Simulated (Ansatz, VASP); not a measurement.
## NiO2 in VASP and in Ansatz

File INCAR:

```
PREC = Accurate ; ENCUT = 520
EDIFF = 1E-7 ; ISMEAR = 0
SIGMA = 0.05 ; LREAL = F
LASPH = T ; NELM = 60
ALGO = Normal ; ISIF = 2
LWAVE = F ; LCHARG = F
NBANDS = 18
```

The input KPOINTS:

```
regular mesh
0
Gamma
  12 12 6
```

POSCAR

```
NiO2
1.0
    2.6872726493      0.0000000000      0.0000000000
   -1.3436363247      2.3272463812      0.0000000000
    0.0000000000      0.0000000000      4.4458238710
Ni O
1 2
Direct
    0.0000000000      0.0000000000      0.5000000000
    0.6666666667      0.3333333333      0.7423978784
    0.3333333333      0.6666666667      0.2576021216
```

Input for Ansatz:

```yaml
crystal:
  lattice:
    - [2.6872726493, 0.0, 0.0]
    - [-1.3436363247, 2.3272463812, 0.0]
    - [0.0, 0.0, 4.445823871]
  atoms:
    - { symbol: Ni, position: [0.0, 0.0, 0.5] }
    - { symbol: O, position: [0.6666666667, 0.3333333333, 0.7423978784] }
    - { symbol: O, position: [0.3333333333, 0.6666666667, 0.2576021216] }
basis:
  ecutwfc: 520.0
kpoints:
  mp_grid: { grid: [12, 12, 6] }
hamiltonian:
  xc: lda
  pseudopotentials: { kind: paw }
scf:
  occupations: { method: gaussian, width: 0.05 }
output:
  forces: true
  stress: true
  eigenvalues: true
```

Alike in both runs: task single point; functional LDA; k mesh 12 × 12 × 6; occupations gaussian, width 0.05 eV; no spin polarisation.

|  | VASP | Ansatz |
| --- | --- | --- |
| version | VASP 6.6.1 | Ansatz 0.2.0 |
| potentials or method | VASP PAW LDA potentials, release 64 (Ni, O), cutoff 520 eV | scalar-relativistic, plane waves, PAW |
| valence electrons in the cell | 22 | 30 |

Ansatz gave:

- gap on the k mesh at the Fermi level (eV): 0.69
- least direct gap on the mesh (eV): 0.74
- pressure (GPa): -10.8
- traceless stress, the component that is largest in VASP (GPa): -16.53
- rms of the force components (eV/Å): 1.056

Task: Estimate VASP's values.

Result: gap on the k mesh at the Fermi level (eV): 0.65; least direct gap on the mesh (eV): 0.71; pressure (GPa): -9.9; traceless stress, the component that is largest in VASP (GPa): -16.49; rms of the force components (eV/Å): 1.002.

LDA's correlation is that of Perdew and Zunger in VASP and of Perdew and Wang (1992) in Ansatz. Atom by atom the forces differ by 0.054 eV/Å (rms over components). VASP's potentials hold 22 valence electrons a cell and Ansatz's 30, so a difference there can come from the potentials and not from the codes.
